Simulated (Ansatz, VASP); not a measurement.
BaTiO3: VASP beside Ansatz

```
Ba Ti O
1.0
     2.88313    1.66457    2.36319
    -2.88313    1.66457    2.36319
     0.00000   -3.32915    2.36319
Ba Ti O
1 1 3
Direct
  0.00000 0.00000 0.00000
  0.51400 0.51400 0.51400
  0.49160 0.49160 0.98150
  0.49160 0.98150 0.49160
  0.98150 0.49160 0.49160
```

Change from the starting cell: volume scaled by 1.06, PAW files.

Alike in both runs: task electric field gradients; functional PBE; k mesh 9 × 9 × 9; occupations fermi-dirac, width 0.05 eV; no spin polarisation.

|  | VASP | Ansatz |
| --- | --- | --- |
| version | VASP 6.6.1 | Ansatz 0.2.0 |
| potentials or method | VASP PAW PBE potentials, release 64 (Ba_sv, Ti_sv, O) | PAW with Ansatz's default frozen-core files, scalar-relativistic |
| plane-wave cutoff (eV) | 520 | 420 |
| valence electrons in the cell | 40 | 40 |

|  | VASP | Ansatz | Ansatz less VASP |
| --- | --- | --- | --- |
| gap on the k mesh at the Fermi level (eV) | 2.24 | 2.29 | +0.048 |
| pressure (GPa) | -2.7 | -4.2 | -1.46 |
| traceless stress, the component that is largest in VASP (GPa) | 0.15 | 0.19 | +0.041 |
| rms of the force components (eV/Å) | 0.156 | 0.181 | +0.0253 |
| size of Vzz on the site where it differs most (V/Å²) | 25.0 | 25.8 | +0.86 |

Atom by atom the forces differ by 0.025 eV/Å (rms over components).

Spin-orbit coupling is off throughout.
